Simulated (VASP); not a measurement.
# B (P6/mmm) in VASP: notebook, part 2 of 2

VASP 6.6.1.

## 3. Single point, PBE

File INCAR:

```
ALGO     = Normal         # electronic algorithm
EDIFF    = 1E-7           # SCF threshold, eV
ENCUT    = 520            # plane-wave cutoff, eV
GGA      = PE             # functional
ISIF     = 2              # what is computed and relaxed
ISMEAR   = 0              # smearing method
LASPH    = T              # aspherical terms in the spheres
LCHARG   = F              # write CHGCAR
LREAL    = F              # projectors in reciprocal space
LWAVE    = F              # write WAVECAR
NBANDS   = 10             # bands
NELM     = 100            # most SCF steps
PREC     = Accurate       # precision mode
SIGMA    = 0.1            # smearing width, eV
```

File KPOINTS:

```
k-points
0
Gamma
  6 6 10
```

File POSCAR:

```
B
1.0
    2.9961598400      0.0000000000      0.0000000000
   -1.4980799200      2.5947505300      0.0000000000
    0.0000000000      0.0000000000      1.7312494700
B
2
Direct
    0.3333333300      0.6666666700      0.5000000000
    0.6666666700      0.3333333300      0.5000000000
```

Potentials or basis: VASP PAW PBE potentials, release 64 (B).

Launch:

```sh
$ cat potpaw_PBE.64/B/POTCAR > POTCAR
$ mpirun -np 1 vasp_std > vasp.out
```

OUTCAR:

```text
EDIFF = 1E-7
   ENCUT = 520
   GGA = PE
   ISIF = 2
   ISMEAR = 0
   LASPH = T
   LREAL = F
   NELM = 100
   PREC = Accurate

 ion  position               nearest neighbor table
   1  0.333  0.667  0.500-   2 1.73   2 1.73   2 1.73
   2  0.667  0.333  0.500-   1 1.73   1 1.73   1 1.73

  LATTYP: Found a hexagonal cell.
 ALAT       =     2.9961598400
 C/A-ratio  =     0.5778228007

  Lattice vectors:

 A1 = (   2.9961598400,   0.0000000000,   0.0000000000)
 A2 = (  -1.4980799200,   2.5947505300,   0.0000000000)
 A3 = (   0.0000000000,   0.0000000000,   1.7312494700)

Analysis of symmetry for initial positions (statically):
=====================================================================
 Subroutine PRICEL returns:
 Original cell was already a primitive cell.

 Routine SETGRP: Setting up the symmetry group for a
 hexagonal supercell.

 Subroutine GETGRP returns: Found 24 space group operations
 (whereof 24 operations were pure point group operations)
 out of a pool of 24 trial point group operations.

The static configuration has the point symmetry D_6h.

Analysis of symmetry for dynamics (positions and initial velocities):
=====================================================================
 Subroutine PRICEL returns:
 Original cell was already a primitive cell.

 Routine SETGRP: Setting up the symmetry group for a
 hexagonal supercell.

 Subroutine GETGRP returns: Found 24 space group operations
 (whereof 24 operations were pure point group operations)
 out of a pool of 24 trial point group operations.

The dynamic configuration has the point symmetry D_6h.

 Subroutine INISYM returns: Found 24 space group operations
 (whereof 24 operations are pure point group operations),
 and found     1 'primitive' translations

----------------------------------------------------------------------------------------

                                     Primitive cell

  volume of cell :      13.4592

  direct lattice vectors                    reciprocal lattice vectors
     2.996159840  0.000000000  0.000000000     0.333760565  0.192696752  0.000000000
    -1.498079920  2.594750530  0.000000000     0.000000000  0.385393504  0.000000000
     0.000000000  0.000000000  1.731249470     0.000000000  0.000000000  0.577617505

  length of vectors
     2.996159840  2.996159835  1.731249470     0.385393504  0.385393504  0.577617505

  position of ions in fractional coordinates (direct lattice)
     0.333333330  0.666666670  0.500000000
     0.666666670  0.333333330  0.500000000

  ion indices of the primitive-cell ions
   primitive index   ion index
                 1           1
                 2           2

----------------------------------------------------------------------------------------

 KPOINTS: k-points

Automatic generation of k-mesh.
 Grid dimensions read from file:
 generate k-points for:    6    6   10

 Generating k-lattice:

  Cartesian coordinates                     Fractional coordinates (reciprocal lattice)
     0.055626761  0.032116125  0.000000000     0.166666667  0.000000000  0.000000000
     0.000000000  0.064232251  0.000000000     0.000000000  0.166666667  0.000000000
     0.000000000  0.000000000  0.057761751     0.000000000  0.000000000  0.100000000

  Length of vectors
     0.064232251  0.064232251  0.057761751

  Shift w.r.t. Gamma in fractional coordinates (k-lattice)
     0.000000000  0.000000000  0.000000000

 Subroutine IBZKPT returns following result:
 ===========================================

 Found     42 irreducible k-points:

 Following reciprocal coordinates:
            Coordinates               Weight
  0.000000  0.000000  0.000000      1.000000
  0.166667  0.000000  0.000000      6.000000
  0.333333 -0.000000  0.000000      6.000000
  0.500000  0.000000  0.000000      3.000000
  0.166667  0.166667  0.000000      6.000000
  0.333333  0.166667  0.000000     12.000000
[... 16 lines left out ...]
  0.166667  0.000000  0.300000     12.000000
  0.333333 -0.000000  0.300000     12.000000
 [... further k-points ...]
   k-points           NKPTS =     42   k-points in BZ     NKDIM =     42   number of bands    NBANDS=     10
   number of dos      NEDOS =    301   number of ions     NIONS =      2
   total plane-waves  NPLWV =   8064
   dimension x,y,z NGX =    24 NGY =   24 NGZ =   14
   dimension x,y,z NGXF=    48 NGYF=   48 NGZF=   28
   ions per type =               2
   NGX,Y,Z   is equivalent  to a cutoff of  13.32, 13.32, 13.44 a.u.
   NGXF,Y,Z  is equivalent  to a cutoff of  26.63, 26.63, 26.89 a.u.
 SYSTEM =  unknown system
   PREC   = accura    normal or accurate (medium, high low for compatibility)
   ISTART =      0    job   : 0-new  1-cont  2-samecut
   ICHARG =      2    charge: 1-file 2-atom 10-const
   ISPIN  =      1    spin polarized calculation?
   LNONCOLLINEAR =      F non collinear calculations
   LSORBIT =      F    spin-orbit coupling
   LASPH  =      T    aspherical Exc in radial PAW
   ENCUT  =  520.0 eV  38.22 Ry    6.18 a.u.   5.57  5.57  3.22*2*pi/ulx,y,z
   NELM   =    100;   NELMIN=  2; NELMDL= -5     # of ELM steps
   EDIFF  = 0.1E-06   stopping-criterion for ELM
   LREAL  =      F    real-space projection
   EDIFFG = 0.1E-05   stopping-criterion for IOM
   NSW    =      0    number of steps for IOM
   IBRION =     -1    ionic relax: 0-MD 1-quasi-New 2-CG
   NFREE  =      0    steps in history (QN), initial steepest desc. (CG)
   ISIF   =      2    stress and relaxation
   ISYM   =      2    0-nonsym 1-usesym 2-fastsym
   POTIM  = 0.5000    time-step for ionic-motion
   TEBEG  =    0.0;   TEEND  =   0.0 temperature during run
   PSTRESS=    0.0 pullay stress
   NELECT =       6.0000    total number of electrons
   NUPDOWN=      -1.0000    fix difference up-down
   EMIN   =  10.00;   EMAX   =-10.00  energy-range for DOS
   EFERMI =   0.00;   METHOD = LEGACY
   ISMEAR =     0;   SIGMA  =   0.10  broadening in eV -4-tet -1-fermi 0-gaus
   EFERMI_NEDOS =   21; number of points for ismear=-14 and -15
   IALGO  =     38    algorithm
   IMIX   =      4    mixing-type and parameters
     AMIX     =   0.40;   BMIX     =  1.00
     AMIX_MAG =   1.60;   BMIX_MAG =  1.00
  volume/ion in A,a.u.               =       6.73        45.41
  Fermi-wavevector in a.u.,A,eV,Ry     =   1.250600  2.363292 21.279524  1.564001
  Thomas-Fermi vector in A             =   2.384587
   LORBIT       =      0    0 simple, 1 ext, 2 COOP (PROOUT), +10 PAW based schemes
   GGA     = PE    functional components
   LHFCALC =     F    Hartree Fock is set to
   AEXX    =    0.0000 exact exchange contribution
   IVDW    =     0    specifies the selected vdW correction
   LEPSILON=     F    determine dielectric tensor
   LRPA    =     F    only Hartree local field effects (RPA)
 non-spin polarized calculation
 Gauss-broadening in eV      SIGMA  =   0.10
  energy-cutoff  :      520.00
  volume of cell :       13.46
 maximum number of plane-waves:       391
 NGX is ok and might be reduce to    24
   NGX = 11   NGY = 11   NGZ =  7

 number of electron       6.0000000 magnetization

 Free energy of the ion-electron system (eV)
  ---------------------------------------------------
  ext. energy  EPLUGINS =         0.00000000
  ---------------------------------------------------
  free energy    TOTEN  =       -11.64820591 eV

  energy without entropy =      -11.64788722  energy(sigma->0) =      -11.64804657

 E-fermi :   7.4442     XC(G=0): -12.0257

 val. band max:        7.2876241510   @ k =   0.1667   0.0000   0.4000
 cond. band min:       7.5856936696   @ k =   0.0000   0.0000   0.3000
 fundamental gap:      0.2980695186
 Fermi energy:         7.4441978077

 k-point     1 :       0.0000    0.0000    0.0000
  band No.  band energies     occupation
      1      -9.1996      2.00000
      2       3.9106      2.00000
      3       3.9106      2.00000
      4      11.2695      0.00000
      5      11.2695      0.00000
      6      11.3727      0.00000
      7      19.6495      0.00000
      8      24.9918      0.00000
      9      32.0096      0.00000
     10      39.3790      0.00000
[... 287 lines left out ...]
 k-point    24 :       0.3333   -0.0000    0.3000
  band No.  band energies     occupation
      1      -4.0114      2.00000
      2       1.6755      2.00000
      3       5.6469      2.00000
      4       9.8295      0.00000
      5      12.0869      0.00000
      6      17.8127      0.00000
      7      20.8786      0.00000
      8      26.1798      0.00000
      9      27.8750      0.00000
     10      28.6724      0.00000

 [... further k-points ...]

------------------------ aborting loop because EDIFF is reached ----------------------------------------

  FORCE on cell =-STRESS in cart. coord.  units (eV):
  Direction    XX          YY          ZZ          XY          YZ          ZX
  --------------------------------------------------------------------------------------
  -------------------------------------------------------------------------------------
  Total        0.5549878      0.5549878      5.5693789      0.0000000      0.0000000      0.0000000
  in kB       66.0653589     66.0653586    662.9749285      0.0000000      0.0000000      0.0000000
  external PRESSURE =     265.0352153 kB  Pullay stress =       0.0000000 kB

 VOLUME and BASIS-vectors are now :
 -----------------------------------------------------------------------------
  energy-cutoff  :      520.00
  volume of cell :       13.46
      direct lattice vectors                 reciprocal lattice vectors
     2.996159840  0.000000000  0.000000000     0.333760565  0.192696752  0.000000000
    -1.498079920  2.594750530  0.000000000     0.000000000  0.385393504  0.000000000
     0.000000000  0.000000000  1.731249470     0.000000000  0.000000000  0.577617505

 POSITION                                       TOTAL-FORCE (eV/Angst)
 -----------------------------------------------------------------------------------
     -0.00000      1.72983      0.86562        -0.000000      0.000000      0.000000
      1.49808      0.86492      0.86562         0.000000     -0.000000     -0.000000
 -----------------------------------------------------------------------------------
    total drift:                                0.000000      0.000000      0.000000

  FREE ENERGIE OF THE ION-ELECTRON SYSTEM (eV)
  ---------------------------------------------------
  free  energy   TOTEN  =       -11.6482059091 eV

  energy  without entropy=      -11.6478872233  energy(sigma->0) =      -11.64804657
```

Run time: 2 s. Hardware: 1 thread of Intel Xeon 6975P-C (Granite Rapids), shared host; peak memory 0.12 GiB.

What came out:

```
Free energy            : -11.6482 eV
Pressure               : 26.5 GPa
Band gap on the k mesh : zero (band 3 reaches 9.84 eV, above the bottom of band 4 at 6.21 eV)
```

Stress tensor (GPa, compression positive):
```
 6.61  0.00  0.00
 0.00  6.61  0.00
 0.00  0.00 66.30
```

Caveat: the k points lie up to 0.40 Å⁻¹ apart.

## 4. Single point, PBE

This run uses another cell than the first one, of 7.60 Å³/atom, 1.129 times its volume.

File INCAR:

```
ALGO = Normal
EDIFF = 1E-6
ENCUT = 520
GGA = PE
ISIF = 2
ISMEAR = 0
LASPH = T
LCHARG = T
LELF = T
LREAL = F
LVHAR = T
LWAVE = F
NBANDS = 10
NELM = 100
PREC = Accurate
SIGMA = 0.1
```

File KPOINTS:

```
k-points
0
Gamma
  21 21 28
```

File POSCAR:

```
B
1.0
    3.0119850946      0.0000000000      0.0000000000
   -1.5059925473      2.6084556077      0.0000000000
    0.0000000000      0.0000000000      1.9337897446
B
2
Direct
    0.3333333333      0.6666666667      0.5000000000
    0.6666666667      0.3333333333      0.5000000000
```

Potentials or basis: VASP PAW PBE potentials, release 64 (B).

Launch:

```sh
$ cat potpaw_PBE.64/B/POTCAR > POTCAR
$ mpirun -np 1 vasp_std > vasp.out
```

OUTCAR:

```text
EDIFF = 1E-6
   ENCUT = 520
   GGA = PE
   ISIF = 2
   ISMEAR = 0
   LASPH = T
   LREAL = F
   NELM = 100
   PREC = Accurate

 ion  position               nearest neighbor table
   1  0.333  0.667  0.500-   2 1.74   2 1.74   2 1.74
   2  0.667  0.333  0.500-   1 1.74   1 1.74   1 1.74

  LATTYP: Found a hexagonal cell.
 ALAT       =     3.0119850946
 C/A-ratio  =     0.6420316449

  Lattice vectors:

 A1 = (   3.0119850946,   0.0000000000,   0.0000000000)
 A2 = (  -1.5059925473,   2.6084556077,   0.0000000000)
[... 489 lines left out ...]
      5      13.0593      0.00000
      6      16.3507      0.00000
      7      18.8242      0.00000
      8      23.2055      0.00000
      9      24.5447      0.00000
     10      30.1624      0.00000

 [... further k-points ...]
[... 5 lines left out ...]
  --------------------------------------------------------------------------------------
  -------------------------------------------------------------------------------------
  Total        0.0060905      0.0060905     -0.0037764      0.0000000      0.0000000      0.0000000
  in kB        0.6422666      0.6422666     -0.3982406      0.0000000      0.0000000      0.0000000
  external PRESSURE =       0.2954308 kB  Pullay stress =       0.0000000 kB

 VOLUME and BASIS-vectors are now :
 -----------------------------------------------------------------------------
  energy-cutoff  :      520.00
  volume of cell :       15.19
      direct lattice vectors                 reciprocal lattice vectors
     3.011985095  0.000000000  0.000000000     0.332006955  0.191684305  0.000000000
    -1.505992547  2.608455608  0.000000000     0.000000000  0.383368610  0.000000000
     0.000000000  0.000000000  1.933789745     0.000000000  0.000000000  0.517119300

 POSITION                                       TOTAL-FORCE (eV/Angst)
 -----------------------------------------------------------------------------------
     -0.00000      1.73897      0.96689         0.000000      0.000000      0.000000
      1.50599      0.86949      0.96689        -0.000000     -0.000000      0.000000
 -----------------------------------------------------------------------------------
    total drift:                                0.000000     -0.000000     -0.000000

  FREE ENERGIE OF THE ION-ELECTRON SYSTEM (eV)
  ---------------------------------------------------
  free  energy   TOTEN  =       -11.9219225496 eV

  energy  without entropy=      -11.9192877774  energy(sigma->0) =      -11.92060516
```

OSZICAR:

```text
N       E                     dE             d eps       ncg     rms          rms(c)
DAV:   1     0.873200034478E+00    0.87320E+00   -0.31666E+03 14728   0.534E+02
DAV:   2    -0.119330959219E+02   -0.12806E+02   -0.12371E+02 18584   0.937E+01
DAV:   3    -0.121426330728E+02   -0.20954E+00   -0.20671E+00 17496   0.892E+00
DAV:   4    -0.121428654171E+02   -0.23234E-03   -0.23233E-03 16910   0.297E-01
DAV:   5    -0.121428655071E+02   -0.89986E-07   -0.89933E-07 16562   0.601E-03    0.341E+00
DAV:   6    -0.119849876162E+02    0.15788E+00   -0.74359E-02 15720   0.147E+00    0.203E+00
DAV:   7    -0.119211554979E+02    0.63832E-01   -0.11012E-01 16312   0.178E+00    0.230E-01
DAV:   8    -0.119218751034E+02   -0.71961E-03   -0.17779E-03 15858   0.308E-01    0.286E-02
DAV:   9    -0.119219113980E+02   -0.36295E-04   -0.38800E-05 17096   0.402E-02    0.148E-02
DAV:  10    -0.119219224301E+02   -0.11032E-04   -0.10644E-05 15596   0.216E-02    0.876E-04
DAV:  11    -0.119219225496E+02   -0.11955E-06   -0.10694E-07 13352   0.247E-03
   1 F= -.11921923E+02 E0= -.11920605E+02  d E =-.263477E-02
```

Wall time 20 s (1 thread of Intel Xeon 6975P-C (Granite Rapids), shared host); peak memory 0.19 GiB.

Results:

| Property | Result |
| --- | --- |
| Free energy | -11.9219 eV |
| Pressure | 0.0 GPa |
| Band gap on the k mesh | zero (band 3 reaches 8.62 eV, above the bottom of band 4 at 3.53 eV) |

## 5. Summary

```tsv
task	cell	k mesh	cutoff (eV)	gap on the mesh (eV)	pressure (GPa)
relaxation of cell and atoms	relaxed from a = 2.996, b = 2.996, c = 1.731 Å, angles 90.0, 90.0, 120.0°, 2 atoms	6 × 6 × 10	600	none	-0.2
single point	a = 2.996, b = 2.996, c = 1.731 Å, angles 90.0, 90.0, 120.0°, 2 atoms	6 × 6 × 10	520	none	26.5
single point	a = 3.012, b = 3.012, c = 1.934 Å, angles 90.0, 90.0, 120.0°, 2 atoms	21 × 21 × 28	520	none	0.0
```

Alike in all rows: level PBE; potentials or basis VASP PAW PBE potentials, release 64 (B); no spin polarisation; smearing gaussian 0.1 eV.

Caveats: some runs use coarse meshes.

Total energies depend on the potentials used, so only differences within one code and one set of settings carry meaning.
